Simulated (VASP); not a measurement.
# Tl (R-3m) in VASP: further runs

Tl is run at these levels: LDA; tasks: single point.

All numbers are computed with VASP 6.6.1; they aren't measurements. Logs are shortened: lines on timing, memory, paths and dates and some standing lists are left out, and cuts for length are marked.

### Step 1. The cell of the first run

The structure is trigonal, space group R-3m (No. 166). The conventional cell has a = 5.545 Å, b = 5.545 Å, c = 3.295 Å, α = 90.00°, β = 90.00°, γ = 120.00°. Within 4.3 Å of Tl (site symmetry -3m) lie 14 Tl at 3.29 to 3.88 Å.

### Step 2. Single point, LDA (equal xy, yz and zx shear strains of -2 %)

INCAR reads:

```
PREC     = Accurate       # precision mode
ENCUT    = 520            # plane-wave cutoff, eV
EDIFF    = 1E-7           # SCF threshold, eV
ISMEAR   = -1             # smearing method
SIGMA    = 0.05           # smearing width, eV
LREAL    = F              # projectors in reciprocal space
LASPH    = T              # aspherical terms in the spheres
NELM     = 60             # most SCF steps
ALGO     = Normal         # electronic algorithm
ISIF     = 2              # what is computed and relaxed
LWAVE    = F              # write WAVECAR
LCHARG   = T              # write CHGCAR
LELF     = T              # ELF
LVHAR    = T            
NBANDS   = 12             # bands
```

KPOINTS reads:

```
regular mesh
0
Gamma
  13 13 13
```

POSCAR reads:

```
Tl
1.0
   -1.9798200000      1.9410000000      1.9410000000
    1.9410000000     -1.9798200000      1.9410000000
    1.9410000000      1.9410000000     -1.9798200000
Tl
1
Direct
    0.0000000000      0.0000000000      0.0000000000
```

Potentials or basis: VASP PAW LDA potentials, release 64 (Tl_d).

On the command line:

```bash
$ cat potpaw_LDA.64/Tl_d/POTCAR > POTCAR
$ mpirun -np 1 vasp_std > vasp.out
```

OUTCAR:

```text
PREC = Accurate
   ENCUT = 520
   EDIFF = 1E-7
   ISMEAR = -1
   LREAL = F
   LASPH = T
   NELM = 60
   ISIF = 2

 ion  position               nearest neighbor table
   1  0.000  0.000  0.000-

  LATTYP: Found a trigonal (rhomboedric) cell.
 ALAT       =     3.3844717804
 COS(alpha) =    -0.3420602552

  Lattice vectors:

 A1 = (  -1.9798200000,   1.9410000000,   1.9410000000)
 A2 = (   1.9410000000,  -1.9798200000,   1.9410000000)
 A3 = (   1.9410000000,   1.9410000000,  -1.9798200000)

Analysis of symmetry for initial positions (statically):
=====================================================================
 Subroutine PRICEL returns:
 Original cell was already a primitive cell.

 Routine SETGRP: Setting up the symmetry group for a
 trigonal (rhombohedral) supercell.

 Subroutine GETGRP returns: Found 12 space group operations
 (whereof 12 operations were pure point group operations)
 out of a pool of 12 trial point group operations.

The static configuration has the point symmetry D_3d.

Analysis of symmetry for dynamics (positions and initial velocities):
=====================================================================
 Subroutine PRICEL returns:
 Original cell was already a primitive cell.

 Routine SETGRP: Setting up the symmetry group for a
 trigonal (rhombohedral) supercell.

 Subroutine GETGRP returns: Found 12 space group operations
 (whereof 12 operations were pure point group operations)
 out of a pool of 12 trial point group operations.

The dynamic configuration has the point symmetry D_3d.

 Subroutine INISYM returns: Found 12 space group operations
 (whereof 12 operations are pure point group operations),
 and found     1 'primitive' translations

----------------------------------------------------------------------------------------

                                     Primitive cell

  volume of cell :      29.2419

  direct lattice vectors                    reciprocal lattice vectors
    -1.979820000  1.941000000  1.941000000     0.005205075  0.260253764  0.260253764
     1.941000000 -1.979820000  1.941000000     0.260253764  0.005205075  0.260253764
     1.941000000  1.941000000 -1.979820000     0.260253764  0.260253764  0.005205075

  length of vectors
     3.384471780  3.384471780  3.384471780     0.368091206  0.368091206  0.368091206

  position of ions in fractional coordinates (direct lattice)
     0.000000000  0.000000000  0.000000000

  ion indices of the primitive-cell ions
   primitive index   ion index
                 1           1
[... 80 lines left out ...]
   POTIM  = 0.5000    time-step for ionic-motion
   TEBEG  =    0.0;   TEEND  =   0.0 temperature during run
   PSTRESS=    0.0 pullay stress
   NELECT =      13.0000    total number of electrons
   NUPDOWN=      -1.0000    fix difference up-down
   EMIN   =  10.00;   EMAX   =-10.00  energy-range for DOS
   EFERMI =   0.00;   METHOD = LEGACY
   ISMEAR =    -1;   SIGMA  =   0.05  broadening in eV -4-tet -1-fermi 0-gaus
   EFERMI_NEDOS =   21; number of points for ismear=-14 and -15
   IALGO  =     38    algorithm
   IMIX   =      4    mixing-type and parameters
     AMIX     =   0.40;   BMIX     =  1.00
     AMIX_MAG =   1.60;   BMIX_MAG =  1.00
  volume/ion in A,a.u.               =      29.24       197.33
  Fermi-wavevector in a.u.,A,eV,Ry     =   1.249456  2.361129 21.240588  1.561139
  Thomas-Fermi vector in A             =   2.383495
   LORBIT       =      0    0 simple, 1 ext, 2 COOP (PROOUT), +10 PAW based schemes
   GGA     = CA    functional components
   LHFCALC =     F    Hartree Fock is set to
   AEXX    =    0.0000 exact exchange contribution
   IVDW    =     0    specifies the selected vdW correction
   LEPSILON=     F    determine dielectric tensor
   LRPA    =     F    only Hartree local field effects (RPA)
 non-spin polarized calculation
  energy-cutoff  :      520.00
  volume of cell :       29.24
 maximum number of plane-waves:       808
 NGX is ok and might be reduce to    28
   NGX = 13   NGY = 13   NGZ = 13

 number of electron      13.0000001 magnetization

 Free energy of the ion-electron system (eV)
  ---------------------------------------------------
  ext. energy  EPLUGINS =         0.00000000
  ---------------------------------------------------
  free energy    TOTEN  =        -2.91440464 eV

  energy without entropy =       -2.90942549  energy(sigma->0) =       -2.91191506

 E-fermi :   6.0217     XC(G=0): -10.3960

 val. band max:        6.0204848592   @ k =   0.3077   0.2308   0.2308
 cond. band min:       6.0307345294   @ k =  -0.3846  -0.4615   0.2308
 fundamental gap:      0.0102496702
 Fermi energy:         6.0216769138

 k-point     1 :       0.0000    0.0000    0.0000
  band No.  band energies     occupation
      1      -5.6020      2.00000
      2      -5.5120      2.00000
      3      -5.5120      2.00000
      4      -5.1204      2.00000
      5      -5.1204      2.00000
      6      -3.8601      2.00000
      7      16.3096      0.00000
      8      16.3096      0.00000
      9      16.9904      0.00000
     10      18.1154      0.00000
     11      18.5629      0.00000
     12      18.5629      0.00000
[... 331 lines left out ...]
 k-point    24 :       0.4615    0.1538    0.0000
  band No.  band energies     occupation
      1      -5.6679      2.00000
      2      -5.5709      2.00000
      3      -5.1775      2.00000
      4      -5.1573      2.00000
      5      -4.9331      2.00000
      6       1.0595      2.00000
      7       4.3401      2.00000
      8       9.2716      0.00000
      9      12.4210      0.00000
     10      17.2681      0.00000
     11      19.9124      0.00000
     12      20.5248      0.00000

 [... further k-points ...]

------------------------ aborting loop because EDIFF is reached ----------------------------------------

  FORCE on cell =-STRESS in cart. coord.  units (eV):
  Direction    XX          YY          ZZ          XY          YZ          ZX
  --------------------------------------------------------------------------------------
  -------------------------------------------------------------------------------------
  Total       -0.4418045     -0.4418045     -0.4418045      0.0342741      0.0342741      0.0342741
  in kB      -24.2066836    -24.2066836    -24.2066836      1.8778958      1.8778958      1.8778958
  external PRESSURE =     -24.2066836 kB  Pullay stress =       0.0000000 kB

 VOLUME and BASIS-vectors are now :
 -----------------------------------------------------------------------------
  energy-cutoff  :      520.00
  volume of cell :       29.24
      direct lattice vectors                 reciprocal lattice vectors
    -1.979820000  1.941000000  1.941000000     0.005205075  0.260253764  0.260253764
     1.941000000 -1.979820000  1.941000000     0.260253764  0.005205075  0.260253764
     1.941000000  1.941000000 -1.979820000     0.260253764  0.260253764  0.005205075

 POSITION                                       TOTAL-FORCE (eV/Angst)
 -----------------------------------------------------------------------------------
      0.00000      0.00000      0.00000        -0.000000      0.000000     -0.000000
 -----------------------------------------------------------------------------------
    total drift:                               -0.000000     -0.000000     -0.000000

  FREE ENERGIE OF THE ION-ELECTRON SYSTEM (eV)
  ---------------------------------------------------
  free  energy   TOTEN  =        -2.9144046358 eV

  energy  without entropy=       -2.9094254917  energy(sigma->0) =       -2.91191506
```

OSZICAR:

```text
N       E                     dE             d eps       ncg     rms          rms(c)
DAV:   1     0.505732733715E+02    0.50573E+02   -0.67243E+03  5864   0.941E+02
DAV:   2    -0.232325865800E+01   -0.52897E+02   -0.51882E+02  6344   0.214E+02
DAV:   3    -0.294340446685E+01   -0.62015E+00   -0.61956E+00  6524   0.209E+01
DAV:   4    -0.294615690738E+01   -0.27524E-02   -0.27523E-02  6324   0.162E+00
DAV:   5    -0.294618941057E+01   -0.32503E-04   -0.32504E-04  6372   0.171E-01    0.207E+00
DAV:   6    -0.291976224320E+01    0.26427E-01   -0.41448E-02  5964   0.189E+00    0.146E+00
DAV:   7    -0.291483680172E+01    0.49254E-02   -0.12307E-02  6148   0.100E+00    0.624E-01
DAV:   8    -0.291440388784E+01    0.43291E-03   -0.48116E-04  6296   0.223E-01    0.303E-02
DAV:   9    -0.291440485287E+01   -0.96503E-06   -0.29004E-06  6344   0.188E-02    0.523E-03
DAV:  10    -0.291440463396E+01    0.21891E-06   -0.43910E-07  6496   0.711E-03    0.382E-04
DAV:  11    -0.291440463583E+01   -0.18695E-08   -0.60690E-09  3384   0.724E-04
   1 F= -.29144046E+01 E0= -.29119151E+01  d E =-.497914E-02
```

stdout:

```text
POSCAR found type information on POSCAR Tl
 POSCAR found :  1 types and       1 ions
 scaLAPACK will be used
 LDA part: xc-table for (Slater(with rela. corr.)+CA(PZ))
 , standard interpolation
 POSCAR, INCAR and KPOINTS ok, starting setup
 FFT: planning ... GRIDC
 FFT: planning ... GRID_SOFT
 FFT: planning ... GRID
 WAVECAR not read
 entering main loop
```

It took 1.9 min on 1 thread of Intel Xeon 8259CL, shared host; peak memory 0.2 GiB.

Results:

```yaml
Free_energy: -2.9144 eV
Pressure: -2.4 GPa
Band_gap_on_the_k_mesh: zero (an odd number of electrons rules out a gap without spin polarisation)
```

Stress tensor (GPa, compression positive):
```
-2.42  0.19  0.19
 0.19 -2.42  0.19
 0.19  0.19 -2.42
```

Levels at points of the mesh, in eV from the Fermi level:
```
           k point  band 3  band 4  band 5  band 6  band 7  band 8  band 9  band 10
(0.00, 0.00, 0.00)  -11.53  -11.14  -11.14   -9.88   10.29   10.29   10.97    12.09
```

Caveat: the cell differs from its parent crystal (equal xy, yz and zx shear strains of -2 %); spin-orbit coupling is left out, which moves the levels of the heavy elements.

### Step 3. Single point, LDA (equal xy, yz and zx shear strains of -1 %)

INCAR reads:

```
SYSTEM = Tl
PREC = Accurate
ENCUT = 520
EDIFF = 1E-6
ISMEAR = -1
SIGMA = 0.05
LREAL = .False.
LASPH = .True.
NELM = 60
ALGO = Normal
ISIF = 2
LWAVE = .False.
LCHARG = .False.
NBANDS = 12
```

KPOINTS reads:

```
regular mesh
0
Gamma
  13 13 13
  0 0 0
```

POSCAR reads:

```
Tl
1.0
   -1.9604100000      1.9410000000      1.9410000000
    1.9410000000     -1.9604100000      1.9410000000
    1.9410000000      1.9410000000     -1.9604100000
Tl
1
Direct
    0.0000000000      0.0000000000      0.0000000000
```

Potentials or basis: VASP PAW LDA potentials, release 64 (Tl_d).

On the command line:

```bash
$ cat potpaw_LDA.64/Tl_d/POTCAR > POTCAR
$ mpirun -np 1 vasp_std > vasp.out
```

OUTCAR:

```text
SYSTEM = Tl
   PREC = Accurate
   ENCUT = 520
   EDIFF = 1E-6
   ISMEAR = -1
   LREAL = .False.
   LASPH = .True.
   NELM = 60
   ISIF = 2

 ion  position               nearest neighbor table
   1  0.000  0.000  0.000-

  LATTYP: Found a trigonal (rhomboedric) cell.
 ALAT       =     3.3731542165
 COS(alpha) =    -0.3377371610

  Lattice vectors:

 A1 = (  -1.9604100000,   1.9410000000,   1.9410000000)
 A2 = (   1.9410000000,  -1.9604100000,   1.9410000000)
 A3 = (   1.9410000000,   1.9410000000,  -1.9604100000)

Analysis of symmetry for initial positions (statically):
=====================================================================
 Subroutine PRICEL returns:
 Original cell was already a primitive cell.

 Routine SETGRP: Setting up the symmetry group for a
 trigonal (rhombohedral) supercell.

 Subroutine GETGRP returns: Found 12 space group operations
 (whereof 12 operations were pure point group operations)
 out of a pool of 12 trial point group operations.

The static configuration has the point symmetry D_3d.

Analysis of symmetry for dynamics (positions and initial velocities):
=====================================================================
 Subroutine PRICEL returns:
 Original cell was already a primitive cell.

 Routine SETGRP: Setting up the symmetry group for a
 trigonal (rhombohedral) supercell.

 Subroutine GETGRP returns: Found 12 space group operations
 (whereof 12 operations were pure point group operations)
 out of a pool of 12 trial point group operations.

The dynamic configuration has the point symmetry D_3d.

 Subroutine INISYM returns: Found 12 space group operations
 (whereof 12 operations are pure point group operations),
 and found     1 'primitive' translations

----------------------------------------------------------------------------------------

                                     Primitive cell

  volume of cell :      29.2485

[... 111 lines left out ...]
   GGA     = CA    functional components
   LHFCALC =     F    Hartree Fock is set to
   AEXX    =    0.0000 exact exchange contribution
   IVDW    =     0    specifies the selected vdW correction
   LEPSILON=     F    determine dielectric tensor
   LRPA    =     F    only Hartree local field effects (RPA)
 non-spin polarized calculation
  energy-cutoff  :      520.00
  volume of cell :       29.25
 maximum number of plane-waves:       797
 NGX is ok and might be reduce to    28
   NGX = 13   NGY = 13   NGZ = 13

 number of electron      13.0000002 magnetization

 Free energy of the ion-electron system (eV)
  ---------------------------------------------------
  ext. energy  EPLUGINS =         0.00000000
  ---------------------------------------------------
  free energy    TOTEN  =        -2.91497241 eV

  energy without entropy =       -2.90963729  energy(sigma->0) =       -2.91230485

 E-fermi :   6.0119     XC(G=0): -10.3950

 val. band max:        6.0077423007   @ k =   0.4615   0.1538   0.1538
 cond. band min:       6.0217451917   @ k =  -0.1538   0.3846   0.1538
 fundamental gap:      0.0140028911
 Fermi energy:         6.0118684852

 k-point     1 :       0.0000    0.0000    0.0000
  band No.  band energies     occupation
      1      -5.5702      2.00000
      2      -5.5260      2.00000
      3      -5.5260      2.00000
      4      -5.1231      2.00000
      5      -5.1231      2.00000
      6      -3.8603      2.00000
      7      16.4549      0.00000
      8      16.4549      0.00000
      9      16.7756      0.00000
     10      18.2338      0.00000
     11      18.4391      0.00000
     12      18.4391      0.00000
[... 331 lines left out ...]
 k-point    24 :       0.4615    0.1538   -0.0000
  band No.  band energies     occupation
      1      -5.6763      2.00000
      2      -5.5720      2.00000
      3      -5.1727      2.00000
      4      -5.1563      2.00000
      5      -4.9381      2.00000
      6       1.0209      2.00000
      7       4.2677      2.00000
      8       9.3223      0.00000
      9      12.4769      0.00000
     10      17.2927      0.00000
     11      19.9534      0.00000
     12      20.6651      0.00000

 [... further k-points ...]

------------------------ aborting loop because EDIFF is reached ----------------------------------------

  FORCE on cell =-STRESS in cart. coord.  units (eV):
  Direction    XX          YY          ZZ          XY          YZ          ZX
  --------------------------------------------------------------------------------------
  -------------------------------------------------------------------------------------
  Total       -0.4396610     -0.4396610     -0.4396610      0.0117331      0.0117331      0.0117331
  in kB      -24.0837760    -24.0837760    -24.0837760      0.6427158      0.6427158      0.6427158
  external PRESSURE =     -24.0837760 kB  Pullay stress =       0.0000000 kB

 VOLUME and BASIS-vectors are now :
 -----------------------------------------------------------------------------
  energy-cutoff  :      520.00
  volume of cell :       29.25
      direct lattice vectors                 reciprocal lattice vectors
    -1.960410000  1.941000000  1.941000000     0.002589067  0.258906654  0.258906654
     1.941000000 -1.960410000  1.941000000     0.258906654  0.002589067  0.258906654
     1.941000000  1.941000000 -1.960410000     0.258906654  0.258906654  0.002589067

 POSITION                                       TOTAL-FORCE (eV/Angst)
 -----------------------------------------------------------------------------------
      0.00000      0.00000      0.00000         0.000000     -0.000000      0.000000
 -----------------------------------------------------------------------------------
    total drift:                               -0.000000     -0.000000     -0.000000

  FREE ENERGIE OF THE ION-ELECTRON SYSTEM (eV)
  ---------------------------------------------------
  free  energy   TOTEN  =        -2.9149724097 eV

  energy  without entropy=       -2.9096372854  energy(sigma->0) =       -2.91230485
```

OSZICAR:

```text
N       E                     dE             d eps       ncg     rms          rms(c)
DAV:   1     0.504932266746E+02    0.50493E+02   -0.66697E+03  5880   0.938E+02
DAV:   2    -0.235115121664E+01   -0.52844E+02   -0.51819E+02  6340   0.213E+02
DAV:   3    -0.294395492832E+01   -0.59280E+00   -0.59202E+00  6532   0.205E+01
DAV:   4    -0.294663136610E+01   -0.26764E-02   -0.26763E-02  6276   0.160E+00
DAV:   5    -0.294666308220E+01   -0.31716E-04   -0.31716E-04  6436   0.169E-01    0.206E+00
DAV:   6    -0.292030380841E+01    0.26359E-01   -0.41392E-02  5984   0.189E+00    0.146E+00
DAV:   7    -0.291540346566E+01    0.49003E-02   -0.12241E-02  6132   0.997E-01    0.624E-01
DAV:   8    -0.291497143094E+01    0.43203E-03   -0.47219E-04  6216   0.221E-01    0.303E-02
DAV:   9    -0.291497240971E+01   -0.97877E-06   -0.27316E-06  6240   0.184E-02
   1 F= -.29149724E+01 E0= -.29123048E+01  d E =-.533512E-02
```

Run time: 92 s. Hardware: 1 thread of Intel Xeon 8259CL, shared host; peak memory 0.2 GiB.

What came out:

| Property | Result |
| --- | --- |
| Free energy | -2.9150 eV |
| Pressure | -2.4 GPa |
| Band gap on the k mesh | zero (an odd number of electrons rules out a gap without spin polarisation) |

Levels at points of the mesh, in eV from the Fermi level:
```
           k point  band 4  band 5  band 6  band 7  band 8  band 9
(0.00, 0.00, 0.00)  -11.13  -11.13   -9.87   10.44   10.44   10.76
```

Caveat: the cell differs from its parent crystal (equal xy, yz and zx shear strains of -1 %); spin-orbit coupling is left out, which moves the levels of the heavy elements.

### Step 4. Single point, LDA (equal xy, yz and zx shear strains of +1 %)

INCAR reads:

```
PREC = Accurate
ENCUT = 520
EDIFF = 1E-6
ISMEAR = -1
SIGMA = 0.05
LREAL = F
LASPH = T
NELM = 60
ALGO = Normal
ISIF = 2
LWAVE = F
LCHARG = T
LELF = T
LVHAR = T
NBANDS = 12
```

KPOINTS reads:

```
Automatic mesh
0
Gamma
  13 13 13
```

POSCAR reads:

```
Tl
1.0
   -1.9215900000      1.9410000000      1.9410000000
    1.9410000000     -1.9215900000      1.9410000000
    1.9410000000      1.9410000000     -1.9215900000
Tl
1
Direct
    0.0000000000      0.0000000000      0.0000000000
```

On the command line:

```bash
$ cat potpaw_LDA.64/Tl_d/POTCAR > POTCAR
$ mpirun -np 1 vasp_std > vasp.out
```

Wall time 1.9 min (1 thread of Intel Xeon 8259CL, shared host); peak memory 0.2 GiB.

It converged, with:

```
Free energy            : -2.9150 eV
Pressure               : -2.4 GPa
Band gap on the k mesh : zero (an odd number of electrons rules out a gap without spin polarisation)
```

Stress tensor (GPa, compression positive):
```
-2.41 -0.06 -0.06
-0.06 -2.41 -0.06
-0.06 -0.06 -2.41
```

Levels at points of the mesh, in eV from the Fermi level:
| k point | band 4 | band 5 | band 6 | band 7 | band 8 | band 9 |
| --- | --- | --- | --- | --- | --- | --- |
| (0.00, 0.00, 0.00) | -11.14 | -11.14 | -9.87 | 10.37 | 10.64 | 10.64 |

Caveat: the cell differs from its parent crystal (equal xy, yz and zx shear strains of +1 %); spin-orbit coupling is left out, which moves the levels of the heavy elements.

[end of part 1 of 2]

The gap in the log of VASP goes by the Fermi energy; the results here count the filled bands.